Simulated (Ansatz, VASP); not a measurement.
# Zn in VASP and in Ansatz

```
Zn
1.0
     4.31779    0.00000    0.00000
    -2.15889    3.73931    0.00000
     0.00000    0.00000    4.93420
Zn
4
Cartesian
  0.0000 0.0000 1.2648
  0.0000 0.0000 3.6694
  0.0000 2.4929 0.0000
  2.1589 1.2464 0.0000
```

Alike in both runs: functional PBE; k mesh 12 × 12 × 10; occupations gaussian, width 0.1 eV; no spin polarisation.

Ansatz relaxed the structure, and its values are those at the end. VASP's run is a single point on that final structure, the one shown.

|  | VASP | Ansatz |
| --- | --- | --- |
| version | VASP 6.6.1 | Ansatz 0.2.0 |
| potentials or method | VASP PAW PBE potentials, release 64 (Zn), cutoff 520 eV | scalar-relativistic, plane waves, PAW |
| valence electrons in the cell | 48 | 48 |

```tsv
	VASP	Ansatz	Ansatz less VASP
gap on the k mesh at the Fermi level (eV)	none	none	-
pressure (GPa)	0.2	0.0	-0.27
```

A gap of «none» marks a metal or a gap that the smearing closes. The functional is the same, so the differences come from potentials, cutoffs and numerics.
